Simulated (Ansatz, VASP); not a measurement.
**MgO: VASP beside Ansatz**

Contents of INCAR:

```
ALGO = Normal ; EDIFF = 1E-7
EDIFFG = -0.01 ; ENCUT = 600
GGA = PE ; GGA_COMPAT = False
IBRION = 2 ; ISIF = 3
ISMEAR = -1 ; LASPH = True
LCHARG = False ; LREAL = False
LWAVE = False ; NELM = 120
NELMIN = 4 ; NSW = 50
PREC = Accurate ; SIGMA = 0.02
```

The input KPOINTS:

```
k-points
0
Gamma
  4 4 4
```

POSCAR

```
MgO
1.0
    0.0000000000      2.1365750000      2.1365750000
    2.1365750000      0.0000000000      2.1365750000
    2.1365750000      2.1365750000      0.0000000000
Mg O
1 1
Direct
    0.0000000000      0.0000000000      0.0000000000
    0.5000000000      0.5000000000      0.5000000000
```

Input for Ansatz:

```yaml
crystal:
  lattice:
  - [0.0, 2.136575, 2.136575]
  - [2.136575, 0.0, 2.136575]
  - [2.136575, 2.136575, 0.0]
  atoms:
  - symbol: Mg
    position: [0, 0, 0]
  - symbol: O
    position: [0.5, 0.5, 0.5]
kpoints:
  mp_grid:
    grid: [4, 4, 4]
    shift: [0, 0, 0]
hamiltonian:
  xc: pbe
  dispersion: none
  pseudopotentials:
    kind: all_electron
    lapw: {}
magnetization: {spin_polarized: false}
scf:
  occupations: {method: fermi_dirac, width: 0.02}
output: {forces: true, stress: true}
relax:
  max_steps: 30
  cell: {}
```

Alike in both runs: task relaxation of cell and atoms; functional PBE; k mesh 4 × 4 × 4; occupations fermi-dirac, width 0.02 eV; no spin polarisation.

|  | VASP | Ansatz |
| --- | --- | --- |
| version | VASP 6.6.1 | Ansatz 0.2 development build |
| potentials or method | VASP PAW PBE potentials, release 64 (Mg, O), cutoff 600 eV | all-electron full-potential LAPW, scalar-relativistic |

|  | VASP | Ansatz | Ansatz less VASP |
| --- | --- | --- | --- |
| relaxed volume (Å³/atom) | 9.56 | 9.63 | +0.066 |
| relaxed cell length with the largest relative difference (Å) | 3.001 | 3.008 | +0.0068 |

Ansatz ran all-electron here, and VASP with PAW potentials.

The k mesh is coarse, so the values compare programs but aren't converged.
